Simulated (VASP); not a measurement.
# LiH (Fm-3m) in VASP: a series of runs

LiH is run at these levels: RPBE, r2SCAN+rVV10, r2SCAN+D4; tasks: single point, relaxation of cell and atoms.

Everything below comes from runs of VASP 6.6.1. Logs are shortened: lines on timing, memory, paths and dates and some standing lists are left out, and cuts for length are marked.

## Step 1: The cell of the first run

Symmetry: Fm-3m, No. 225, cubic system. The conventional cell has a = 4.070 Å, b = 4.070 Å, c = 4.070 Å, α = 90.00°, β = 90.00°, γ = 90.00°. Within 2.7 Å of Li (site symmetry m-3m) lie 6 H at 2.03 Å. H (site symmetry m-3m) has 6 Li at 2.03 Å within 2.7 Å.

## Step 2: Single point, RPBE

INCAR reads:

```
SYSTEM = LiH
ALGO = Normal
EDIFF = 1E-6
ENCUT = 520
GGA = RP
ISIF = 2
ISMEAR = 0
LASPH = .TRUE.
LCHARG = .TRUE.
LELF = .TRUE.
LREAL = .FALSE.
LVHAR = .TRUE.
LWAVE = .FALSE.
NBANDS = 9
NELM = 80
PREC = Accurate
SIGMA = 0.01
```

KPOINTS reads:

```
k-points
0
G
  7 7 7
  0 0 0
```

POSCAR reads:

```
LiH
1.0
    0.0000000000      2.0349723145      2.0349723145
    2.0349723145      0.0000000000      2.0349723145
    2.0349723145      2.0349723145      0.0000000000
Li H
1 1
Direct
    0.0000000000      0.0000000000      0.0000000000
    0.5000000000      0.5000000000      0.5000000000
```

Potentials or basis: VASP PAW PBE potentials, release 64 (Li_sv, H).

On the command line:

```
$ cat potpaw_PBE.64/Li_sv/POTCAR potpaw_PBE.64/H/POTCAR > POTCAR
$ mpirun -np 1 vasp_std > vasp.out
```

OUTCAR:

```text
SYSTEM = LiH
   EDIFF = 1E-6
   ENCUT = 520
   GGA = RP
   ISIF = 2
   ISMEAR = 0
   LASPH = .TRUE.
   LREAL = .FALSE.
   NELM = 80
   PREC = Accurate

 ion  position               nearest neighbor table
   1  0.000  0.000  0.000-
   2  0.500  0.500  0.500-

  LATTYP: Found a face centered cubic cell.
 ALAT       =     4.0699446290

  Lattice vectors:

 A1 = (   0.0000000000,   2.0349723145,   2.0349723145)
 A2 = (   2.0349723145,   0.0000000000,   2.0349723145)
 A3 = (   2.0349723145,   2.0349723145,   0.0000000000)

Analysis of symmetry for initial positions (statically):
=====================================================================
 Subroutine PRICEL returns:
 Original cell was already a primitive cell.

 Routine SETGRP: Setting up the symmetry group for a
 face centered cubic supercell.

 Subroutine GETGRP returns: Found 48 space group operations
 (whereof 48 operations were pure point group operations)
 out of a pool of 48 trial point group operations.

The static configuration has the point symmetry O_h .

Analysis of symmetry for dynamics (positions and initial velocities):
=====================================================================
 Subroutine PRICEL returns:
 Original cell was already a primitive cell.

 Routine SETGRP: Setting up the symmetry group for a
 face centered cubic supercell.

 Subroutine GETGRP returns: Found 48 space group operations
 (whereof 48 operations were pure point group operations)
 out of a pool of 48 trial point group operations.

The dynamic configuration has the point symmetry O_h .

 Subroutine INISYM returns: Found 48 space group operations
 (whereof 48 operations are pure point group operations),
 and found     1 'primitive' translations

----------------------------------------------------------------------------------------

                                     Primitive cell

  volume of cell :      16.8541

  direct lattice vectors                    reciprocal lattice vectors
     0.000000000  2.034972315  2.034972315    -0.245703588  0.245703588  0.245703588
     2.034972315  0.000000000  2.034972315     0.245703588 -0.245703588  0.245703588
     2.034972315  2.034972315  0.000000000     0.245703588  0.245703588 -0.245703588

  length of vectors
     2.877885446  2.877885446  2.877885446     0.425571099  0.425571099  0.425571099

  position of ions in fractional coordinates (direct lattice)
     0.000000000  0.000000000  0.000000000
     0.500000000  0.500000000  0.500000000

  ion indices of the primitive-cell ions
   primitive index   ion index
                 1           1
                 2           2

----------------------------------------------------------------------------------------

 KPOINTS: k-points

Automatic generation of k-mesh.
 Grid dimensions read from file:
 generate k-points for:    7    7    7

 Generating k-lattice:

  Cartesian coordinates                     Fractional coordinates (reciprocal lattice)
    -0.035100513  0.035100513  0.035100513     0.142857143  0.000000000  0.000000000
     0.035100513 -0.035100513  0.035100513     0.000000000  0.142857143  0.000000000
     0.035100513  0.035100513 -0.035100513     0.000000000  0.000000000  0.142857143

  Length of vectors
     0.060795871  0.060795871  0.060795871

  Shift w.r.t. Gamma in fractional coordinates (k-lattice)
     0.000000000  0.000000000  0.000000000

 Subroutine IBZKPT returns following result:
 ===========================================

 Found     20 irreducible k-points:

 Following reciprocal coordinates:
            Coordinates               Weight
  0.000000  0.000000  0.000000      1.000000
  0.142857  0.000000  0.000000      8.000000
  0.285714  0.000000  0.000000      8.000000
  0.428571  0.000000  0.000000      8.000000
  0.142857  0.142857  0.000000      6.000000
  0.285714  0.142857  0.000000     24.000000
[... 12 lines left out ...]
 -0.428571  0.428571  0.142857     24.000000
 -0.285714  0.428571  0.142857     24.000000
   k-points           NKPTS =     20   k-points in BZ     NKDIM =     20   number of bands    NBANDS=      9
   number of dos      NEDOS =    301   number of ions     NIONS =      2
   total plane-waves  NPLWV =  13824
   dimension x,y,z NGX =    24 NGY =   24 NGZ =   24
   dimension x,y,z NGXF=    48 NGYF=   48 NGZF=   48
   ions per type =               1   1
   NGX,Y,Z   is equivalent  to a cutoff of  13.86, 13.86, 13.86 a.u.
   NGXF,Y,Z  is equivalent  to a cutoff of  27.73, 27.73, 27.73 a.u.
 SYSTEM =  LiH
   PREC   = accura    normal or accurate (medium, high low for compatibility)
   ISTART =      0    job   : 0-new  1-cont  2-samecut
   ICHARG =      2    charge: 1-file 2-atom 10-const
   ISPIN  =      1    spin polarized calculation?
   LNONCOLLINEAR =      F non collinear calculations
   LSORBIT =      F    spin-orbit coupling
   LASPH  =      T    aspherical Exc in radial PAW
   ENCUT  =  520.0 eV  38.22 Ry    6.18 a.u.   5.35  5.35  5.35*2*pi/ulx,y,z
   NELM   =     80;   NELMIN=  2; NELMDL= -5     # of ELM steps
   EDIFF  = 0.1E-05   stopping-criterion for ELM
   LREAL  =      F    real-space projection
   EDIFFG = 0.1E-04   stopping-criterion for IOM
   NSW    =      0    number of steps for IOM
   IBRION =     -1    ionic relax: 0-MD 1-quasi-New 2-CG
   NFREE  =      0    steps in history (QN), initial steepest desc. (CG)
   ISIF   =      2    stress and relaxation
   ISYM   =      2    0-nonsym 1-usesym 2-fastsym
   POTIM  = 0.5000    time-step for ionic-motion
   TEBEG  =    0.0;   TEEND  =   0.0 temperature during run
   PSTRESS=    0.0 pullay stress
   NELECT =       4.0000    total number of electrons
   NUPDOWN=      -1.0000    fix difference up-down
   EMIN   =  10.00;   EMAX   =-10.00  energy-range for DOS
   EFERMI =   0.00;   METHOD = LEGACY
   ISMEAR =     0;   SIGMA  =   0.01  broadening in eV -4-tet -1-fermi 0-gaus
   EFERMI_NEDOS =   21; number of points for ismear=-14 and -15
   IALGO  =     38    algorithm
   IMIX   =      4    mixing-type and parameters
     AMIX     =   0.40;   BMIX     =  1.00
     AMIX_MAG =   1.60;   BMIX_MAG =  1.00
  volume/ion in A,a.u.               =       8.43        56.87
  Fermi-wavevector in a.u.,A,eV,Ry     =   1.013584  1.915396 13.977974  1.027352
  Thomas-Fermi vector in A             =   2.146761
   LORBIT       =      0    0 simple, 1 ext, 2 COOP (PROOUT), +10 PAW based schemes
   GGA     = RP    functional components
   LHFCALC =     F    Hartree Fock is set to
   AEXX    =    0.0000 exact exchange contribution
   IVDW    =     0    specifies the selected vdW correction
   LEPSILON=     F    determine dielectric tensor
   LRPA    =     F    only Hartree local field effects (RPA)
 non-spin polarized calculation
 Gauss-broadening in eV      SIGMA  =   0.01
  energy-cutoff  :      520.00
  volume of cell :       16.85
 maximum number of plane-waves:       465
 NGX is ok and might be reduce to    24
   NGX = 11   NGY = 11   NGZ = 11

 number of electron       3.9999999 magnetization

 Free energy of the ion-electron system (eV)
  ---------------------------------------------------
  ext. energy  EPLUGINS =         0.00000000
  ---------------------------------------------------
  free energy    TOTEN  =        -6.01984212 eV

  energy without entropy =       -6.01984212  energy(sigma->0) =       -6.01984212

 E-fermi :  -0.0524     XC(G=0):  -8.2322

 val. band max:       -0.1882465568   @ k =  -0.4286   0.4286   0.0000
 cond. band min:       3.4554888253   @ k =  -0.4286   0.4286   0.0000
 fundamental gap:      3.6437353821
 Fermi energy:        -0.0524462347

 k-point     1 :       0.0000    0.0000    0.0000
  band No.  band energies     occupation
      1     -44.5936      2.00000
      2      -5.2752      2.00000
      3      15.4812      0.00000
      4      17.6774      0.00000
      5      17.6774      0.00000
      6      17.6774      0.00000
      7      22.1190      0.00000
      8      22.1190      0.00000
      9      22.1190      0.00000

 k-point     2 :       0.1429    0.0000    0.0000
  band No.  band energies     occupation
      1     -44.5866      2.00000
      2      -4.9235      2.00000
      3      12.9514      0.00000
      4      15.9318      0.00000
      5      17.0084      0.00000
      6      17.0084      0.00000
      7      21.8614      0.00000
      8      23.4951      0.00000
      9      23.4951      0.00000

 k-point     3 :       0.2857    0.0000    0.0000
  band No.  band energies     occupation
      1     -44.5707      2.00000
      2      -3.9374      2.00000
      3       8.4768      0.00000
      4      14.3178      0.00000
      5      16.3357      0.00000
      6      16.3357      0.00000
      7      20.9830      0.00000
      8      20.9830      0.00000
      9      23.7180      0.00000

 k-point     4 :       0.4286    0.0000    0.0000
  band No.  band energies     occupation
      1     -44.5580      2.00000
      2      -2.7624      2.00000
      3       5.3581      0.00000
      4      13.4205      0.00000
      5      16.3017      0.00000
      6      16.3018      0.00000
      7      18.9453      0.00000
      8      18.9453      0.00000
      9      26.0976      0.00000
[... 157 lines left out ...]
 k-point    18 :      -0.4286    0.2857    0.1429
  band No.  band energies     occupation
      1     -44.5504      2.00000
      2      -1.6835      2.00000
      3       5.6239      0.00000
      4       8.0537      0.00000
      5      12.7687      0.00000
      6      16.5070      0.00000
      7      22.5282      0.00000
      8      24.7170      0.00000
      9      27.2182      0.00000

 k-point    19 :      -0.4286    0.4286    0.1429
  band No.  band energies     occupation
      1     -44.5465      2.00000
      2      -0.8203      2.00000
      3       4.6742      0.00000
      4       7.7647      0.00000
      5      11.4357      0.00000
      6      17.0690      0.00000
      7      18.5290      0.00000
      8      27.6421      0.00000
      9      30.8043      0.00000

 k-point    20 :      -0.2857    0.4286    0.1429
  band No.  band energies     occupation
      1     -44.5454      2.00000
      2      -0.5544      2.00000
      3       4.9085      0.00000
      4       6.2927      0.00000
      5      11.7774      0.00000
      6      16.8664      0.00000
      7      22.5426      0.00000
      8      25.7405      0.00000
      9      27.1592      0.00000

------------------------ aborting loop because EDIFF is reached ----------------------------------------

  FORCE on cell =-STRESS in cart. coord.  units (eV):
  Direction    XX          YY          ZZ          XY          YZ          ZX
  --------------------------------------------------------------------------------------
  -------------------------------------------------------------------------------------
  Total       -0.0421708     -0.0421708     -0.0421708     -0.0000000     -0.0000000      0.0000000
  in kB       -4.0088264     -4.0088264     -4.0088264     -0.0000000     -0.0000000      0.0000000
  external PRESSURE =      -4.0088264 kB  Pullay stress =       0.0000000 kB

 VOLUME and BASIS-vectors are now :
 -----------------------------------------------------------------------------
  energy-cutoff  :      520.00
  volume of cell :       16.85
      direct lattice vectors                 reciprocal lattice vectors
     0.000000000  2.034972315  2.034972315    -0.245703588  0.245703588  0.245703588
     2.034972315  0.000000000  2.034972315     0.245703588 -0.245703588  0.245703588
     2.034972315  2.034972315  0.000000000     0.245703588  0.245703588 -0.245703588

 POSITION                                       TOTAL-FORCE (eV/Angst)
 -----------------------------------------------------------------------------------
      0.00000      0.00000      0.00000        -0.000000     -0.000000      0.000000
      2.03497      2.03497      2.03497         0.000000      0.000000     -0.000000
 -----------------------------------------------------------------------------------
    total drift:                                0.000000     -0.000000     -0.000000

  FREE ENERGIE OF THE ION-ELECTRON SYSTEM (eV)
  ---------------------------------------------------
  free  energy   TOTEN  =        -6.0198421205 eV

  energy  without entropy=       -6.0198421205  energy(sigma->0) =       -6.01984212
```

Wall time 7.3 s (1 thread of Intel Xeon 8259CL, shared host); peak memory 0.13 GiB.

What came out:

```
Free energy            : -6.0198 eV
Band gap on the k mesh : 3.64 eV, direct
```

Caveat: the cutoff is under 1.25 times the usual one of these potentials, so pressure, stress and relaxed cells hold a basis-set (Pulay) error; the PAW data sets were made with another functional, which shifts forces and pressure a little.

[end of part 1 of 2]
